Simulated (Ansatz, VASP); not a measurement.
## Sb: VASP beside Ansatz

INCAR

```
SYSTEM = Sb
PREC = Accurate
ENCUT = 500
EDIFF = 1E-7
ISMEAR = 0
SIGMA = 0.1
LREAL = .False.
LASPH = .True.
NELM = 120
ALGO = Normal
ISIF = 3
LWAVE = .False.
LCHARG = .False.
GGA = PE
IVDW = 12
IBRION = 2
NSW = 100
EDIFFG = -0.002
GGA_COMPAT = .False.
NELMIN = 4
```

The input KPOINTS:

```
regular mesh
0
Gamma
  14 14 14
  0 0 0
```

POSCAR

```
Sb
1.0
    3.0833436100      0.0000000000      0.0000000000
    0.0000000000      3.0833436100      0.0000000000
    0.0000000000      0.0000000000      3.0833436100
Sb
1
Direct
    0.0000000000      0.0000000000      0.0000000000
```

Input for Ansatz:

```yaml
crystal:
  lattice:
    - [3.08334361, 0.0, 0.0]
    - [0.0, 3.08334361, 0.0]
    - [0.0, 0.0, 3.08334361]
  atoms:
    - { symbol: Sb, position: [0.0, 0.0, 0.0] }
basis:
  ecutwfc: 420
kpoints:
  mp_grid: { grid: [14, 14, 14] }
hamiltonian:
  xc: pbe
  dispersion: d3bj
scf:
  occupations: { method: gaussian, width: 0.1 }
output:
  forces: true
  stress: true
  eigenvalues: true
  write_density: true
  write_potential: true
  elf: true
  volumetric_format: npy
relax:
  adjacent_minimum: "off"
  f_tol: 0.002
  max_steps: 80
  cell: { stress_tol: 0.02 }
```

Alike in both runs: task relaxation of cell and atoms; functional PBE; dispersion D3(BJ); k mesh 14 × 14 × 14; occupations gaussian, width 0.1 eV; no spin polarisation.

```csv
,VASP,Ansatz
version,VASP 6.6.1,Ansatz 0.2.0
potentials or method,"VASP PAW PBE potentials, release 64 (Sb), cutoff 500 eV","scalar-relativistic, plane waves, PAW"
valence electrons in the cell,5,15
```

|  | VASP | Ansatz | Ansatz less VASP |
| --- | --- | --- | --- |
| gap on the k mesh at the Fermi level, each at its own relaxed structure (eV) | none | none | - |
| relaxed volume (Å³/atom) | 28.68 | 28.69 | +0.002 |
| relaxed length of the cell vector where the two differ most in proportion (Å) | 3.061 | 3.061 | +0.0001 |

A gap of «none» marks a metal or a gap that the smearing closes. VASP's potentials hold 5 valence electrons a cell and Ansatz's 15, so a difference there can come from the potentials and not from the codes.

Neither program's run includes spin-orbit coupling.
